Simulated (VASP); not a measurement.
## GaSb3: single point with PBEsol+D3(BJ)

Crystal: GaSb3.

```xyz
4
Lattice="0.0000 3.7292 3.5858 3.7292 0.0000 3.5858 3.7292 3.7292 0.0000" Properties=species:S:1:pos:R:3 pbc="T T T"
Ga    0.0000    0.0000    0.0000
Sb    1.7793    1.8646    1.7929
Sb    5.6791    5.5938    5.3787
Sb    3.7292    3.7292    3.5858
```

This cell differs from its parent crystal: atoms displaced along a vibrational mode, the cell strained.

```json
{"Program": "VASP 6.6.1", "Task": "single point", "Functional": "PBEsol", "Dispersion": "D3(BJ)", "Potentials or basis": "VASP PAW PBE potentials, release 64 (Ga_d, Sb)", "Cutoff": "520 eV", "k mesh": "10 × 10 × 10", "Occupations": "gaussian, width 0.15 eV", "Spin": "no spin polarisation"}
```

The pressure is -4.4 GPa, the largest force is 0.195 eV/Å and the band gap on the k mesh is zero (bands 14 and 15 overlap by 3.89 eV). The dispersion energy per atom is -0.454 eV.

Forces on the atoms (eV/Å):
```
Ga   0.000  0.000  0.000
Sb   0.195  0.000  0.000
Sb  -0.195  0.000  0.000
Sb   0.000  0.000  0.000
```

Stress tensor (GPa, compression positive):
```
-4.65  0.00  0.00
 0.00 -4.76 -0.60
 0.00 -0.60 -3.93
```

Levels at points of the mesh, in eV from the Fermi level:
```csv
k point,band 12,band 13,band 14,band 15,band 16,band 17
"(0.00, 0.00, 0.00)",-2.62,-2.57,-2.52,-2.26,-1.02,-0.86
"(0.50, 0.00, 0.00)",-3.05,-2.54,-0.17,-0.02,2.09,2.41
"(0.00, 0.00, 0.50)",-2.85,-2.47,-0.39,0.13,1.80,2.26
"(0.50, 0.50, 0.00)",0.57,0.81,1.06,1.07,1.78,1.89
"(0.50, 0.00, 0.50)",0.80,0.87,1.21,1.51,1.54,2.20
"(0.00, 0.50, 0.50)",0.82,0.83,1.17,1.52,1.66,2.06
```

Run time: 20 min on 1 thread of Intel Xeon 8259CL (shared host), peak memory 0.69 GiB.

Caveat: the cell differs from its parent crystal (atoms displaced along a vibrational mode, the cell strained); the cell stands under tension; the PAW data sets were made with another functional, which shifts forces and pressure a little; spin-orbit coupling is left out, which moves the levels of the heavy elements.
